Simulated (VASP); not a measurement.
# Co2IrN3 (P6_3/mmc) in VASP: notebook

Runs on Co2IrN3. Level: PBE. Tasks: single point.

Program: VASP 6.6.1. These are calculated values, not measurements. Logs are shortened: lines on timing, memory, paths and dates and some standing lists are left out, and cuts for length are marked.

## Step 1: The cell of the first run

The structure is hexagonal, space group P6_3/mmc (No. 194). The conventional cell has a = 2.782 Å, b = 2.782 Å, c = 16.038 Å, α = 90.00°, β = 90.00°, γ = 120.00°. Co (site symmetry 3m) has 6 N at 1.90 to 1.98 Å within 2.5 Å. Ir (site symmetry -6m2) has 6 N at 2.45 Å and 6 Ir at 2.78 Å and 6 Co at 3.28 Å within 3.3 Å. Within 2.8 Å of N (site symmetry -3m) lie 6 Co at 1.98 Å and 12 N at 2.70 to 2.78 Å. Within 2.5 Å of N (site symmetry 3m) lie 3 Co at 1.90 Å and 3 Ir at 2.45 Å.

## Step 2: Single point, PBE, collinear spin, ferromagnetic start

File INCAR:

```
SYSTEM = Co2IrN3
  PREC = Accurate
  ENCUT = 700
  EDIFF = 1E-6
  ISMEAR = 0
  SIGMA = 0.1
  LREAL = .False.
  LASPH = .True.
  NELM = 200
  ALGO = Normal
  ISIF = 2
  LWAVE = .False.
  LCHARG = .True.
  ISPIN = 2
  MAGMOM = 3 3 3 3 1 1 0 0 0 0 0 0
  LORBIT = 11
  LMAXMIX = 4
  GGA = PE
  LELF = .True.
  LVHAR = .True.
  NBANDS = 82
  GGA_COMPAT = .False.
```

File KPOINTS:

```
regular mesh
0
Gamma
  6 6 1
  0 0 0
```

File POSCAR:

```
Co2IrN3
1.0
    2.7817746612      0.0000000000      0.0000000000
   -1.3908873306      2.4090875242      0.0000000000
    0.0000000000      0.0000000000     16.0382447894
Co Ir N
4 2 6
Direct
    0.3333333333      0.6666666667      0.9280000000
    0.6666666667      0.3333333333      0.4280000000
    0.6666666667      0.3333333333      0.0720000000
    0.3333333333      0.6666666667      0.5720000000
    0.0000000000      0.0000000000      0.2500000000
    0.0000000000      0.0000000000      0.7500000000
    0.0000000000      0.0000000000      0.5000000000
    0.0000000000      0.0000000000      0.0000000000
    0.3333333333      0.6666666667      0.3650000000
    0.6666666667      0.3333333333      0.8650000000
    0.6666666667      0.3333333333      0.6350000000
    0.3333333333      0.6666666667      0.1350000000
```

Potentials or basis: VASP PAW PBE potentials, release 64 (Co_sv, Ir_sv_GW, N).

Launch:

```
cat potpaw_PBE.64/Co_sv/POTCAR potpaw_PBE.64/Ir_sv_GW/POTCAR potpaw_PBE.64/N/POTCAR > POTCAR
mpirun -np 1 vasp_std > vasp.out
```

OUTCAR:

```text
SYSTEM = Co2IrN3
   PREC = Accurate
   ENCUT = 700
   EDIFF = 1E-6
   ISMEAR = 0
   LREAL = .False.
   LASPH = .True.
   NELM = 200
   ISIF = 2
   ISPIN = 2
   LORBIT = 11
   GGA = PE

 ion  position               nearest neighbor table
   1  0.333  0.667  0.928-  10 1.90  10 1.90  10 1.90   8 1.98   8 1.98   8 1.98
   2  0.667  0.333  0.428-   9 1.90   9 1.90   9 1.90   7 1.98   7 1.98   7 1.98
   3  0.667  0.333  0.072-  12 1.90  12 1.90  12 1.90   8 1.98   8 1.98   8 1.98
   4  0.333  0.667  0.572-  11 1.90  11 1.90  11 1.90   7 1.98   7 1.98   7 1.98
   5  0.000  0.000  0.250-   9 2.45  12 2.45   9 2.45  12 2.45   9 2.45  12 2.45
   6  0.000  0.000  0.750-  10 2.45  11 2.45  10 2.45  11 2.45  10 2.45  11 2.45
   7  0.000  0.000  0.500-   2 1.98   4 1.98   4 1.98   2 1.98   2 1.98   4 1.98
   8  0.000  0.000  0.000-   1 1.98   3 1.98   1 1.98   3 1.98   3 1.98   1 1.98
   9  0.333  0.667  0.365-   2 1.90   2 1.90   2 1.90   5 2.45   5 2.45   5 2.45
  10  0.667  0.333  0.865-   1 1.90   1 1.90   1 1.90   6 2.45   6 2.45   6 2.45
  11  0.667  0.333  0.635-   4 1.90   4 1.90   4 1.90   6 2.45   6 2.45   6 2.45
  12  0.333  0.667  0.135-   3 1.90   3 1.90   3 1.90   5 2.45   5 2.45   5 2.45

  LATTYP: Found a hexagonal cell.
 ALAT       =     2.7817746612
 C/A-ratio  =     5.7654723127

  Lattice vectors:

 A1 = (   2.7817746612,   0.0000000000,   0.0000000000)
 A2 = (  -1.3908873306,   2.4090875242,   0.0000000000)
 A3 = (   0.0000000000,   0.0000000000,  16.0382447894)

Analysis of symmetry for initial positions (statically):
=====================================================================
 Subroutine PRICEL returns:
 Original cell was already a primitive cell.

 Routine SETGRP: Setting up the symmetry group for a
 hexagonal supercell.

 Subroutine GETGRP returns: Found 24 space group operations
 (whereof 12 operations were pure point group operations)
 out of a pool of 24 trial point group operations.

The static configuration has the point symmetry D_3d.
 The point group associated with its full space group is D_6h.

Analysis of symmetry for dynamics (positions and initial velocities):
=====================================================================
[... 184 lines left out ...]

 spin component 1

 k-point     1 :       0.0000    0.0000    0.0000
  band No.  band energies     occupation
      1     -84.5152      1.00000
      2     -84.5152      1.00000
      3     -84.5095      1.00000
      4     -84.5095      1.00000
      5     -81.5459      1.00000
      6     -81.5458      1.00000
[... 556 lines left out ...]
     77      13.5478      0.00000
     78      13.6174      0.00000
 Fermi energy:        10.8567806644

 spin component 2

 k-point     1 :       0.0000    0.0000    0.0000
  band No.  band energies     occupation
      1     -84.5161      1.00000
      2     -84.5161      1.00000
      3     -84.5104      1.00000
      4     -84.5104      1.00000
      5     -81.5456      1.00000
      6     -81.5455      1.00000
[... 556 lines left out ...]
     77      13.5473      0.00000
     78      13.6170      0.00000
 [bands above 78 left out]

------------------------ aborting loop because EDIFF is reached ----------------------------------------

  FORCE on cell =-STRESS in cart. coord.  units (eV):
  Direction    XX          YY          ZZ          XY          YZ          ZX
  --------------------------------------------------------------------------------------
  -------------------------------------------------------------------------------------
  Total        0.9909566      0.9909566      5.0911262     -0.0000000     -0.0000000      0.0000000
  in kB       14.7718154     14.7718154     75.8914903     -0.0000000     -0.0000000      0.0000000
  external PRESSURE =      35.1450403 kB  Pullay stress =       0.0000000 kB

 VOLUME and BASIS-vectors are now :
 -----------------------------------------------------------------------------
  energy-cutoff  :      700.00
  volume of cell :      107.48
      direct lattice vectors                 reciprocal lattice vectors
     2.781774661  0.000000000  0.000000000     0.359482748  0.207547461  0.000000000
    -1.390887331  2.409087524  0.000000000     0.000000000  0.415094923  0.000000000
     0.000000000  0.000000000 16.038244789     0.000000000  0.000000000  0.062350963

 POSITION                                       TOTAL-FORCE (eV/Angst)
 -----------------------------------------------------------------------------------
     -0.00000      1.60606     14.88349         0.000000      0.000000     -0.605823
      1.39089      0.80303      6.86437        -0.000000      0.000000     -0.605823
      1.39089      0.80303      1.15475         0.000000     -0.000000      0.605823
     -0.00000      1.60606      9.17388         0.000000     -0.000000      0.605823
      0.00000      0.00000      4.00956        -0.000000     -0.000000     -0.000000
      0.00000      0.00000     12.02868        -0.000000     -0.000000     -0.000000
      0.00000      0.00000      8.01912        -0.000000      0.000000     -0.000000
      0.00000      0.00000      0.00000        -0.000000      0.000000     -0.000000
     -0.00000      1.60606      5.85396        -0.000000      0.000000     -0.528176
      1.39089      0.80303     13.87308        -0.000000     -0.000000     -0.528176
      1.39089      0.80303     10.18429        -0.000000     -0.000000      0.528176
     -0.00000      1.60606      2.16516        -0.000000      0.000000      0.528176
 -----------------------------------------------------------------------------------
    total drift:                                0.000000      0.000000      0.000000

  FREE ENERGIE OF THE ION-ELECTRON SYSTEM (eV)
  ---------------------------------------------------
  free  energy   TOTEN  =       -86.9647679714 eV

  energy  without entropy=      -86.9204186810  energy(sigma->0) =      -86.94259333

 total charge

# of ion       s       p       d       f       tot
--------------------------------------------------
    1        2.230   6.151   6.740   0.000  15.121
    2        2.230   6.151   6.740   0.000  15.121
    3        2.230   6.151   6.740   0.000  15.121
    4        2.230   6.151   6.740   0.000  15.121
    5        3.430   6.056   6.320   0.020  15.826
    6        3.430   6.056   6.320   0.020  15.826
    7        1.248   2.437   0.000   0.000   3.685
    8        1.248   2.437   0.000   0.000   3.685
    9        1.279   2.301   0.000   0.000   3.580
   10        1.279   2.301   0.000   0.000   3.580
   11        1.279   2.301   0.000   0.000   3.580
   12        1.279   2.301   0.000   0.000   3.580
--------------------------------------------------
tot         23.394  50.793  39.601   0.039 113.826

 magnetization (x)

# of ion       s       p       d       f       tot
--------------------------------------------------
    1       -0.000  -0.000  -0.001   0.000  -0.001
    2       -0.000  -0.000  -0.001   0.000  -0.001
    3       -0.000  -0.000  -0.001   0.000  -0.001
    4       -0.000  -0.000  -0.001   0.000  -0.001
    5        0.000   0.000   0.000   0.000   0.001
    6        0.000   0.000   0.000   0.000   0.001
    7       -0.000  -0.000   0.000   0.000  -0.000
    8       -0.000  -0.000   0.000   0.000  -0.000
    9        0.000  -0.000   0.000   0.000  -0.000
   10        0.000  -0.000   0.000   0.000  -0.000
   11        0.000  -0.000   0.000   0.000  -0.000
   12        0.000  -0.000   0.000   0.000  -0.000
--------------------------------------------------
tot          0.000  -0.001  -0.002   0.000  -0.002
```

stdout:

```text
POSCAR found type information on POSCAR CoIrN
 POSCAR found :  3 types and      12 ions
 scaLAPACK will be used
 LDA part: xc-table for (Slater+PW92), standard interpolation
 POSCAR, INCAR and KPOINTS ok, starting setup
 FFT: planning ... GRIDC
 FFT: planning ... GRID_SOFT
 FFT: planning ... GRID
 WAVECAR not read
 entering main loop
```

It took 8.1 min on 1 thread of Intel Xeon Platinum 8375C at 2.90GHz (Ice Lake), shared host; peak memory 0.42 GiB.

Results:

```
Free energy                                           : -86.9648 eV
Pressure                                              : 3.5 GPa
Largest force                                         : 0.606 eV/Å
Band gap on the k mesh                                : zero (filled and empty bands overlap)
Net moment                                            : 0.00 μB per cell
Valence electrons inside the program's atomic spheres : Co 15.12; Ir 15.83; N 3.69, 3.58 (each value once)
```

Forces in eV/Å, atoms in the order of the input:
```
Co   0.000  0.000 -0.606
Co   0.000  0.000 -0.606
Co   0.000  0.000  0.606
Co   0.000  0.000  0.606
Ir   0.000  0.000  0.000
Ir   0.000  0.000  0.000
N    0.000  0.000  0.000
N    0.000  0.000  0.000
N    0.000  0.000 -0.528
N    0.000  0.000 -0.528
N    0.000  0.000  0.528
N    0.000  0.000  0.528
```

Caveat: the k points lie up to 0.43 Å⁻¹ apart; the moments typed at the start vanished in this run; spin-orbit coupling is left out, which moves the levels of the heavy elements. With open d or f shells a metallic result of PBE can be an artefact of self-interaction; +U or a hybrid may open a gap.

## Step 3: Single point, PBE

This run uses another cell than the first one, of 9.07 Å³/atom.

File INCAR:

```
SYSTEM = Co2IrN3
PREC = Accurate
ENCUT = 700
EDIFF = 1E-6
ISMEAR = 0
SIGMA = 0.1
LREAL = .False.
LASPH = .True.
NELM = 120
ALGO = Normal
ISIF = 2
LWAVE = .False.
LCHARG = .True.
GGA = PE
LELF = .True.
LVHAR = .True.
NBANDS = 78
GGA_COMPAT = .False.
```

File KPOINTS:

```
Automatic mesh
0
Gamma
  6 6 1
  0 0 0
```

File POSCAR:

```
Co2IrN3
1.0
    2.7511264731      0.0000000000      0.0000000000
   -1.3755632366      2.3825454147      0.0000000000
    0.0000000000      0.0000000000     16.6048133045
Co Ir N
4 2 6
Direct
    0.3333333333      0.6666666667      0.9235622041
    0.6666666667      0.3333333333      0.4235622041
    0.6666666667      0.3333333333      0.0764377959
    0.3333333333      0.6666666667      0.5764377959
    0.0000000000      0.0000000000      0.2500000000
    0.0000000000      0.0000000000      0.7500000000
    0.0000000000      0.0000000000      0.5000000000
    0.0000000000      0.0000000000      0.0000000000
    0.3333333333      0.6666666667      0.3621578218
    0.6666666667      0.3333333333      0.8621578218
    0.6666666667      0.3333333333      0.6378421782
    0.3333333333      0.6666666667      0.1378421782
```

Potentials or basis: VASP PAW PBE potentials, release 64 (Co_sv, Ir_sv_GW, N).

Launch:

```
cat potpaw_PBE.64/Co_sv/POTCAR potpaw_PBE.64/Ir_sv_GW/POTCAR potpaw_PBE.64/N/POTCAR > POTCAR
mpirun -np 1 vasp_std > vasp.out
```

Wall time 3.4 min (1 thread of Intel Xeon Platinum 8488C (Sapphire Rapids), shared host); peak memory 0.31 GiB.

It converged, with:

```
Free energy            : -87.1973 eV
Pressure               : -0.7 GPa
Largest force          : 0.015 eV/Å
Band gap on the k mesh : zero (bands 66 and 67 overlap by 0.27 eV)
```

Forces in eV/Å, atoms in the order of the input:
```
Co   0.000  0.000  0.015
Co   0.000  0.000  0.015
Co   0.000  0.000 -0.015
Co   0.000  0.000 -0.015
Ir   0.000  0.000  0.000
Ir   0.000  0.000  0.000
N    0.000  0.000  0.000
N    0.000  0.000  0.000
N    0.000  0.000 -0.012
N    0.000  0.000 -0.012
N    0.000  0.000  0.012
N    0.000  0.000  0.012
```

Stress tensor (GPa, compression positive):
```
-0.68  0.00  0.00
 0.00 -0.68  0.00
 0.00  0.00 -0.85
```

Levels at points of the mesh, in eV from the Fermi level:
```csv
k point,band 64,band 65,band 66,band 67,band 68,band 69
"(0.00, 0.00, 0.00)",-0.52,-0.52,-0.36,-0.17,-0.17,0.24
"(0.50, 0.00, 0.00)",-0.21,-0.14,-0.02,0.78,0.83,1.09
```

Caveat: the k points lie up to 0.44 Å⁻¹ apart; spin-orbit coupling is left out, which moves the levels of the heavy elements; the run has no spin polarisation, though such a crystal can be magnetic. Spin polarisation is off, so any magnetic state and its effect on volume and gap are missing.
